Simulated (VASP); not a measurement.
Input of a VASP 6.6.1 run:

File INCAR:

```
PREC = Accurate ; ENCUT = 500
EDIFF = 1E-6 ; ISMEAR = 0
SIGMA = 0.05 ; LREAL = False
LASPH = True ; NELM = 120
ALGO = Normal ; ISIF = 2
LWAVE = False ; LCHARG = False
GGA = PS ; IVDW = 12
NBANDS = 11 ; GGA_COMPAT = False
```

KPOINTS

```
regular mesh
0
Gamma
  7 7 7
```

File POSCAR:

```
Ca
1.0
    0.0000000000      2.6720488392      2.6720488392
    2.6720488392      0.0000000000      2.6720488392
    2.6720488392      2.6720488392      0.0000000000
Ca
1
Direct
    0.0000000000      0.0000000000      0.0000000000
```

Potentials or basis: VASP PAW PBE potentials, release 64 (Ca_sv).

Command:

```bash
$ cat potpaw_PBE.64/Ca_sv/POTCAR > POTCAR
$ mpirun -np 1 vasp_std > vasp.out
```

Q: What does it give for the dispersion energy per atom?

A: -0.266 eV.

Q: What does it give for the band gap on the k mesh?

A: Zero (band 5 reaches 2.36 eV, above the bottom of band 6 at 2.30 eV).

Caveat: three body term missing.
